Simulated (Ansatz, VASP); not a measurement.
MoS2: VASP beside Ansatz

```
CELL_PARAMETERS angstrom
2.93843 0.00000 0.00000
-1.46922 2.54476 0.00000
0.00000 0.00000 6.71726
ATOMIC_POSITIONS crystal
Mo 0.00000 0.00000 0.00000
S 0.33333 0.66667 0.23579
S 0.33333 0.66667 0.76421
```

Alike in both runs: task single point; functional PBE; dispersion D3(BJ); k mesh 12 × 12 × 6; occupations gaussian, width 0.05 eV; no spin polarisation.

|  | VASP | Ansatz |
| --- | --- | --- |
| version | VASP 6.6.1 | Ansatz 0.2.0 |
| potentials or method | VASP PAW PBE potentials, release 64 (Mo_sv, S), cutoff 500 eV | scalar-relativistic, plane waves, PAW |
| valence electrons in the cell | 26 | 26 |

```csv
,VASP,Ansatz,Ansatz less VASP
gap on the k mesh at the Fermi level (eV),1.37,1.38,+0.001
least direct gap on the mesh (eV),2.20,2.19,-0.018
pressure (GPa),22.6,22.8,+0.21
"traceless stress, the component that is largest in VASP (GPa)",-9.65,-9.54,+0.116
rms of the force components (eV/Å),0.631,0.642,+0.0113
```

Atom by atom the forces differ by 0.011 eV/Å (rms over components).
